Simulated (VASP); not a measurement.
Wanted: the native input for a VASP 6.6.1 run.

```yaml
Task: single point
Functional: PBE
Potentials_or_basis: VASP PAW PBE potentials, release 64 (Li_sv)
Cutoff: 520 eV
k_mesh: 22 × 22 × 22
Occupations: fermi-dirac, width 0.0612256 eV
Spin: no spin polarisation
Dipole_correction: no
Further_INCAR_settings: ALGO = Normal; EDIFF = 1e-06; NBANDS = 8
```

The structure of Li lies in POSCAR:

```
Li
1.0
    0.0000000000      2.1475404577      2.1475404577
    2.1475404577      0.0000000000      2.1475404577
    2.1475404577      2.1475404577      0.0000000000
Li
1
Direct
    0.0000000000      0.0000000000      0.0000000000
```

One way to write it, as run:

INCAR

```
PREC = Accurate ; ENCUT = 520
EDIFF = 1E-6 ; ISMEAR = -1
SIGMA = 0.06122561905347299 ; LREAL = False
LASPH = True ; NELM = 60
ALGO = Normal ; ISIF = 2
LWAVE = False ; LCHARG = False
GGA = PE ; NBANDS = 8
```

KPOINTS

```
regular mesh
0
Gamma
  22 22 22
```

Potentials or basis: VASP PAW PBE potentials, release 64 (Li_sv).

The run is started by

```console
$ cat potpaw_PBE.64/Li_sv/POTCAR > POTCAR
$ mpirun -np 1 vasp_std > vasp.out
```

Run time: 38 s on 1 thread of Intel(R) Xeon(R) Platinum 8259CL CPU @ 2.50GHz (Skylake/Cascade Lake), with other jobs on the host, peak memory 0.15 GiB.
